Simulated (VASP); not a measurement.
Set up this calculation in VASP 6.6.1, as the native input.

* Task: electric field gradients
* Functional: PBE
* Potentials or basis: VASP PAW PBE potentials, release 64 (Ta_sv_GW, N)
* Cutoff: 520 eV
* k mesh: 5 × 5 × 8
* Occupations: fermi-dirac, width 0.03 eV
* Spin: no spin polarisation
* Dipole correction: no
* Further INCAR settings: ALGO = Normal; EDIFF = 1e-08; NBANDS = 36

The structure of TaN lies in POSCAR:

```
TaN
1.0
    5.1501995545      0.0000000000      0.0000000000
   -2.5750997773      4.4602036488      0.0000000000
    0.0000000000      0.0000000000      2.8884826334
Ta N
3 3
Direct
    0.0000000000      0.0000000000      0.0000000000
    0.3333333333      0.6666666667      0.5000000000
    0.6666666667      0.3333333333      0.5000000000
    0.5000000000      0.0000000000      0.0000000000
    0.5000000000      0.5000000000      0.0000000000
    0.0000000000      0.5000000000      0.0000000000
```

These files were run (other wordings do the same):

INCAR

```
ALGO     = Normal         # electronic algorithm
EDIFF    = 1E-8           # SCF threshold, eV
ENCUT    = 520            # plane-wave cutoff, eV
GGA      = PE             # functional
GGA_COMPAT= False        
ISIF     = 2              # what is computed and relaxed
ISMEAR   = -1             # smearing method
LASPH    = True           # aspherical terms in the spheres
LCHARG   = False          # write CHGCAR
LEFG     = True         
LREAL    = False          # projectors in reciprocal space
LWAVE    = False          # write WAVECAR
NBANDS   = 36             # bands
NELM     = 120            # most SCF steps
PREC     = Accurate       # precision mode
SIGMA    = 0.03           # smearing width, eV
```

KPOINTS

```
k-points
0
Gamma
  5 5 8
```

Potentials or basis: VASP PAW PBE potentials, release 64 (Ta_sv_GW, N).

Run with:

```bash
$ cat potpaw_PBE.64/Ta_sv_GW/POTCAR potpaw_PBE.64/N/POTCAR > POTCAR
$ mpirun -np 1 vasp_std > vasp.out
```

Results of the run:

```json
{"Pressure": "17.4 GPa", "Band gap on the k mesh": "zero (bands 27 and 28 overlap by 2.20 eV)", "Largest electric field gradient by atom": "Ta -418.2, -401.8 (each value once); N +33.7 V/Å²"}
```

Caveat: the cell stands under pressure; without QUAD_EFG the Cq values of the log hold for a quadrupole moment of 1 mb, not for the nuclei; spin-orbit coupling is left out, which moves the levels of the heavy elements.

Run time: 90 s on 1 thread of Intel(R) Xeon(R) Platinum 8488C (Sapphire Rapids), on a shared host, peak memory 0.21 GiB.
